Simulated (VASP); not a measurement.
# GaCo (Pm-3m) in VASP: notebook, part 2 of 2

VASP 6.6.1.

**4. Single point, PBEsol, collinear spin, ferromagnetic start**

Contents of INCAR:

```
SYSTEM = GaCo
ALGO = Normal
EDIFF = 1E-7
ENCUT = 520
GGA = PS
ISIF = 2
ISMEAR = -1
ISPIN = 2
LASPH = .TRUE.
LCHARG = .FALSE.
LMAXMIX = 4
LORBIT = 11
LREAL = .FALSE.
LWAVE = .FALSE.
MAGMOM = 0 2
NBANDS = 22
NELM = 150
PREC = Accurate
SIGMA = 0.05
```

Contents of KPOINTS:

```
k-points
0
G
  11 11 11
  0 0 0
```

Contents of POSCAR:

```
GaCo
1.0
    2.8404855998      0.0000000000      0.0000000000
    0.0000000000      2.8404855998      0.0000000000
    0.0000000000      0.0000000000      2.8404855998
Ga Co
1 1
Direct
    0.5000000000      0.5000000000      0.5000000000
    0.0000000000      0.0000000000      0.0000000000
```

Potentials or basis: VASP PAW PBE potentials, release 64 (Ga_d, Co).

The run is started by

```console
$ cat potpaw_PBE.64/Ga_d/POTCAR potpaw_PBE.64/Co/POTCAR > POTCAR
$ mpirun -np 1 vasp_std > vasp.out
```

OUTCAR:

```text
SYSTEM = GaCo
   EDIFF = 1E-7
   ENCUT = 520
   GGA = PS
   ISIF = 2
   ISMEAR = -1
   ISPIN = 2
   LASPH = .TRUE.
   LORBIT = 11
   LREAL = .FALSE.
   NELM = 150
   PREC = Accurate

 ion  position               nearest neighbor table
   1  0.500  0.500  0.500-   2 2.46   2 2.46   2 2.46   2 2.46   2 2.46   2 2.46   2 2.46   2 2.46

   2  0.000  0.000  0.000-   1 2.46   1 2.46   1 2.46   1 2.46   1 2.46   1 2.46   1 2.46   1 2.46

  LATTYP: Found a simple cubic cell.
 ALAT       =     2.8404855998

  Lattice vectors:

 A1 = (   2.8404855998,   0.0000000000,   0.0000000000)
 A2 = (   0.0000000000,   2.8404855998,   0.0000000000)
 A3 = (   0.0000000000,   0.0000000000,   2.8404855998)

Analysis of symmetry for initial positions (statically):
=====================================================================
 Subroutine PRICEL returns:
 Original cell was already a primitive cell.

 Routine SETGRP: Setting up the symmetry group for a
 simple cubic supercell.

 Subroutine GETGRP returns: Found 48 space group operations
 (whereof 48 operations were pure point group operations)
 out of a pool of 48 trial point group operations.

The static configuration has the point symmetry O_h .

Analysis of symmetry for dynamics (positions and initial velocities):
=====================================================================
 Subroutine PRICEL returns:
 Original cell was already a primitive cell.

 Routine SETGRP: Setting up the symmetry group for a
 simple cubic supercell.

 Subroutine GETGRP returns: Found 48 space group operations
 (whereof 48 operations were pure point group operations)
 out of a pool of 48 trial point group operations.

The dynamic configuration has the point symmetry O_h .

Analysis of structural, dynamic, and magnetic symmetry:
=====================================================================
 Subroutine PRICEL returns:
 Original cell was already a primitive cell.

 Routine SETGRP: Setting up the symmetry group for a
 simple cubic supercell.

 Subroutine GETGRP returns: Found 48 space group operations
 (whereof 48 operations were pure point group operations)
 out of a pool of 48 trial point group operations.

[... 147 lines left out ...]

  energy without entropy =      -11.76827586  energy(sigma->0) =      -11.77342685

 E-fermi :  10.1509     XC(G=0): -13.5816

 val. band max:       10.0961069101   @ k =   0.4545   0.3636   0.0000
 cond. band min:      10.1850197981   @ k =   0.4545   0.3636   0.0909
 fundamental gap:      0.0889128880
 Fermi energy:        10.1508618933

 spin component 1

 k-point     1 :       0.0000    0.0000    0.0000
  band No.  band energies     occupation
      1      -5.0219      1.00000
      2      -5.0219      1.00000
      3      -4.6321      1.00000
      4      -4.6321      1.00000
      5      -4.6321      1.00000
      6      -2.2785      1.00000
[... 589 lines left out ...]
     21      31.2396      0.00000
     22      33.7425      0.00000

 [... further k-points ...]

 spin component 2

 k-point     1 :       0.0000    0.0000    0.0000
  band No.  band energies     occupation
      1      -5.0219      1.00000
      2      -5.0219      1.00000
      3      -4.6321      1.00000
      4      -4.6321      1.00000
      5      -4.6321      1.00000
      6      -2.2785      1.00000
[... 589 lines left out ...]
     21      31.2396      0.00000
     22      33.7425      0.00000

 [... further k-points ...]

------------------------ aborting loop because EDIFF is reached ----------------------------------------

  FORCE on cell =-STRESS in cart. coord.  units (eV):
  Direction    XX          YY          ZZ          XY          YZ          ZX
  --------------------------------------------------------------------------------------
  -------------------------------------------------------------------------------------
  Total        0.0135763      0.0135763      0.0135763     -0.0000000     -0.0000000      0.0000000
  in kB        0.9491021      0.9491021      0.9491021     -0.0000000     -0.0000000      0.0000000
  external PRESSURE =       0.9491021 kB  Pullay stress =       0.0000000 kB

 VOLUME and BASIS-vectors are now :
 -----------------------------------------------------------------------------
  energy-cutoff  :      520.00
  volume of cell :       22.92
      direct lattice vectors                 reciprocal lattice vectors
     2.840485600  0.000000000  0.000000000     0.352052480  0.000000000  0.000000000
     0.000000000  2.840485600  0.000000000     0.000000000  0.352052480  0.000000000
     0.000000000  0.000000000  2.840485600     0.000000000  0.000000000  0.352052480

 POSITION                                       TOTAL-FORCE (eV/Angst)
 -----------------------------------------------------------------------------------
      1.42024      1.42024      1.42024         0.000000      0.000000      0.000000
      0.00000      0.00000      0.00000         0.000000      0.000000      0.000000
 -----------------------------------------------------------------------------------
    total drift:                                0.000000      0.000000     -0.000000

  FREE ENERGIE OF THE ION-ELECTRON SYSTEM (eV)
  ---------------------------------------------------
  free  energy   TOTEN  =       -11.7785778460 eV

  energy  without entropy=      -11.7682758578  energy(sigma->0) =      -11.77342685

 total charge

# of ion       s       p       d       tot
------------------------------------------
    1        0.854   0.929  10.068  11.851
    2        0.402   0.486   7.540   8.428
--------------------------------------------------
tot          1.255   1.416  17.608  20.279

 magnetization (x)

# of ion       s       p       d       tot
------------------------------------------
    1       -0.000  -0.000  -0.000  -0.000
    2        0.000  -0.000   0.000   0.000
--------------------------------------------------
tot         -0.000  -0.000   0.000   0.000
```

OSZICAR:

```text
N       E                     dE             d eps       ncg     rms          rms(c)
DAV:   1     0.115428210213E+03    0.11543E+03   -0.95975E+03  5574   0.181E+03
DAV:   2    -0.286672005660E+01   -0.11829E+03   -0.11098E+03  5066   0.317E+02
DAV:   3    -0.125118824310E+02   -0.96452E+01   -0.94635E+01  5666   0.780E+01
DAV:   4    -0.126742523539E+02   -0.16237E+00   -0.16224E+00  5826   0.102E+01
DAV:   5    -0.126799895590E+02   -0.57372E-02   -0.57368E-02  6670   0.174E+00    0.115E+01
DAV:   6    -0.138420819458E+02   -0.11621E+01   -0.17893E+01  5800   0.470E+01    0.119E+01
DAV:   7    -0.118015940385E+02    0.20405E+01   -0.71127E+00  5810   0.346E+01    0.242E+00
DAV:   8    -0.117835109380E+02    0.18083E-01   -0.15835E-01  6854   0.354E+00    0.933E-01
DAV:   9    -0.117792224776E+02    0.42885E-02   -0.19251E-02  7118   0.105E+00    0.561E-01
DAV:  10    -0.117783699530E+02    0.85252E-03   -0.27127E-03  7738   0.434E-01    0.156E-01
DAV:  11    -0.117784677792E+02   -0.97826E-04   -0.14065E-04  7706   0.114E-01    0.894E-02
DAV:  12    -0.117785278157E+02   -0.60037E-04   -0.14904E-04  7476   0.950E-02    0.502E-02
DAV:  13    -0.117785549054E+02   -0.27090E-04   -0.46534E-05  7584   0.556E-02    0.237E-02
DAV:  14    -0.117785644468E+02   -0.95413E-05   -0.11228E-05  8248   0.249E-02    0.193E-02
DAV:  15    -0.117785752070E+02   -0.10760E-04   -0.49110E-05  6256   0.517E-02    0.773E-03
DAV:  16    -0.117785776650E+02   -0.24580E-05   -0.20944E-05  7640   0.332E-02    0.126E-03
DAV:  17    -0.117785778184E+02   -0.15347E-06   -0.81589E-07  6964   0.550E-03    0.396E-04
DAV:  18    -0.117785778460E+02   -0.27534E-07   -0.47167E-08  2916   0.183E-03
   1 F= -.11778578E+02 E0= -.11773427E+02  d E =-.103020E-01  mag=    -0.0001
```

Wall time 36 s (1 thread of Intel Xeon Platinum 8488C (Sapphire Rapids), shared host); peak memory 0.18 GiB.

What came out:

| Quantity | Value |
| --- | --- |
| Free energy | -11.7786 eV |
| Pressure | 0.1 GPa |
| Band gap on the k mesh | zero (filled and empty bands overlap) |
| Net moment | 0.00 μB per cell |
| Valence electrons inside the program's atomic spheres | Ga 11.85; Co 8.43 |

Levels at points of the mesh, in eV from the Fermi level:
Spin up:
```tsv
k point	band 9	band 10	band 11	band 12	band 13	band 14
(0.00, 0.00, 0.00)	-0.76	-0.76	-0.76	5.32	5.32	5.32
```
Spin down:
```
           k point  band 8  band 9  band 10  band 11  band 12  band 13  band 14  band 15
(0.00, 0.00, 0.00)   -2.71   -0.75    -0.75    -0.75     5.32     5.32     5.32    11.34
```

Caveat: the starting moments collapsed, and a magnetic state may lie lower; the PAW data sets were made with another functional, which shifts forces and pressure a little.

**5. Single point, PBEsol, collinear spin, ferromagnetic start**

Contents of INCAR:

```
PREC = Accurate
ENCUT = 520
EDIFF = 1E-6
ISMEAR = 0
SIGMA = 0.025
LREAL = False
LASPH = True
NELM = 150
ALGO = Normal
ISIF = 2
LWAVE = False
LCHARG = False
ISPIN = 2
MAGMOM = 0 2
LORBIT = 11
LMAXMIX = 4
GGA = PS
NBANDS = 22
```

Contents of KPOINTS:

```
regular mesh
0
Gamma
  11 11 11
```

Contents of POSCAR:

```
GaCo
1.0
    2.8399213788      0.0000000000      0.0000000000
    0.0000000000      2.8399213788      0.0000000000
    0.0000000000      0.0000000000      2.8399213788
Ga Co
1 1
Direct
    0.5000000000      0.5000000000      0.5000000000
    0.0000000000      0.0000000000      0.0000000000
```

Potentials or basis: VASP PAW PBE potentials, release 64 (Ga_d, Co).

The run is started by

```console
$ cat potpaw_PBE.64/Ga_d/POTCAR potpaw_PBE.64/Co/POTCAR > POTCAR
$ mpirun -np 1 vasp_std > vasp.out
```

OUTCAR:

```text
PREC = Accurate
   ENCUT = 520
   EDIFF = 1E-6
   ISMEAR = 0
   LREAL = False
   LASPH = True
   NELM = 150
   ISIF = 2
   ISPIN = 2
   LORBIT = 11
   GGA = PS

 ion  position               nearest neighbor table
   1  0.500  0.500  0.500-   2 2.46   2 2.46   2 2.46   2 2.46   2 2.46   2 2.46   2 2.46   2 2.46

   2  0.000  0.000  0.000-   1 2.46   1 2.46   1 2.46   1 2.46   1 2.46   1 2.46   1 2.46   1 2.46

  LATTYP: Found a simple cubic cell.
 ALAT       =     2.8399213788

  Lattice vectors:

 A1 = (   2.8399213788,   0.0000000000,   0.0000000000)
 A2 = (   0.0000000000,   2.8399213788,   0.0000000000)
[... 1415 lines left out ...]

 VOLUME and BASIS-vectors are now :
 -----------------------------------------------------------------------------
  energy-cutoff  :      520.00
  volume of cell :       22.90
      direct lattice vectors                 reciprocal lattice vectors
     2.839921379  0.000000000  0.000000000     0.352122424  0.000000000  0.000000000
     0.000000000  2.839921379  0.000000000     0.000000000  0.352122424  0.000000000
     0.000000000  0.000000000  2.839921379     0.000000000  0.000000000  0.352122424

 POSITION                                       TOTAL-FORCE (eV/Angst)
 -----------------------------------------------------------------------------------
      1.41996      1.41996      1.41996         0.000000      0.000000      0.000000
      0.00000      0.00000      0.00000         0.000000      0.000000      0.000000
 -----------------------------------------------------------------------------------
    total drift:                                0.000000      0.000000     -0.000000

  FREE ENERGIE OF THE ION-ELECTRON SYSTEM (eV)
  ---------------------------------------------------
  free  energy   TOTEN  =       -11.7737947938 eV

  energy  without entropy=      -11.7734787971  energy(sigma->0) =      -11.77363680

 total charge

# of ion       s       p       d       tot
------------------------------------------
    1        0.854   0.930  10.069  11.852
    2        0.401   0.488   7.540   8.429
--------------------------------------------------
tot          1.255   1.417  17.609  20.281

 magnetization (x)

# of ion       s       p       d       tot
------------------------------------------
    1       -0.000  -0.000  -0.001  -0.001
    2       -0.000  -0.000   0.030   0.030
--------------------------------------------------
tot         -0.000  -0.001   0.029   0.028
```

OSZICAR:

```text
N       E                     dE             d eps       ncg     rms          rms(c)
DAV:   1     0.114034789737E+03    0.11403E+03   -0.95954E+03  5654   0.181E+03
DAV:   2    -0.322687412910E+01   -0.11726E+03   -0.10992E+03  5020   0.314E+02
DAV:   3    -0.125075519557E+02   -0.92807E+01   -0.91340E+01  5678   0.767E+01
DAV:   4    -0.126646944851E+02   -0.15714E+00   -0.15705E+00  5690   0.101E+01
DAV:   5    -0.126705347885E+02   -0.58403E-02   -0.58400E-02  6988   0.175E+00    0.115E+01
DAV:   6    -0.138255355446E+02   -0.11550E+01   -0.17822E+01  5842   0.469E+01    0.119E+01
DAV:   7    -0.117979169072E+02    0.20276E+01   -0.70770E+00  5834   0.345E+01    0.241E+00
DAV:   8    -0.117769569923E+02    0.20960E-01   -0.15517E-01  6840   0.352E+00    0.955E-01
DAV:   9    -0.117742028963E+02    0.27541E-02   -0.23308E-02  7168   0.115E+00    0.605E-01
DAV:  10    -0.117737586598E+02    0.44424E-03   -0.40153E-03  7596   0.518E-01    0.138E-01
DAV:  11    -0.117737933796E+02   -0.34720E-04   -0.17876E-04  6914   0.124E-01    0.681E-02
DAV:  12    -0.117737935040E+02   -0.12432E-06   -0.19059E-05  6960   0.460E-02    0.272E-02
DAV:  13    -0.117737948365E+02   -0.13325E-05   -0.58007E-06  6138   0.217E-02    0.647E-03
DAV:  14    -0.117737947938E+02    0.42613E-07   -0.16596E-07  3238   0.392E-03
   1 F= -.11773795E+02 E0= -.11773637E+02  d E =-.315997E-03  mag=     0.0272
```

stdout:

```text
POSCAR found type information on POSCAR GaCo
 POSCAR found :  2 types and       2 ions
 scaLAPACK will be used
 -----------------------------------------------------------------------------
|                                                                             |
|                                                                             |
|     You enforced a specific xc type in the INCAR file but a different       |
|     I HOPE YOU KNOW WHAT YOU ARE DOING!                                     |
|                                                                             |
 -----------------------------------------------------------------------------

 LDA part: xc-table for (Slater+PW92), standard interpolation
 POSCAR, INCAR and KPOINTS ok, starting setup
 FFT: planning ... GRIDC
 FFT: planning ... GRID_SOFT
 FFT: planning ... GRID
 WAVECAR not read
 entering main loop
```

It took 28 s on 1 thread of Intel Xeon Platinum 8488C (Sapphire Rapids), shared host; peak memory 0.18 GiB.

Results:

| Property | Result |
| --- | --- |
| Free energy | -11.7738 eV |
| Pressure | 0.1 GPa |
| Band gap on the k mesh | zero (filled and empty bands overlap) |
| Net moment | 0.03 μB per cell |
| Site moments | Ga -0.00; Co +0.03 μB |
| Valence electrons inside the program's atomic spheres | Ga 11.85; Co 8.43 |

Levels at points of the mesh, in eV from the Fermi level:
Spin up:
```
           k point  band 9  band 10  band 11  band 12  band 13  band 14
(0.00, 0.00, 0.00)   -0.79    -0.79    -0.79     5.30     5.30     5.30
```
Spin down:
```tsv
k point	band 9	band 10	band 11	band 12	band 13	band 14
(0.00, 0.00, 0.00)	-0.77	-0.77	-0.77	5.30	5.30	5.30
```

Caveat: the starting moments collapsed, and a magnetic state may lie lower; the PAW data sets were made with another functional, which shifts forces and pressure a little.
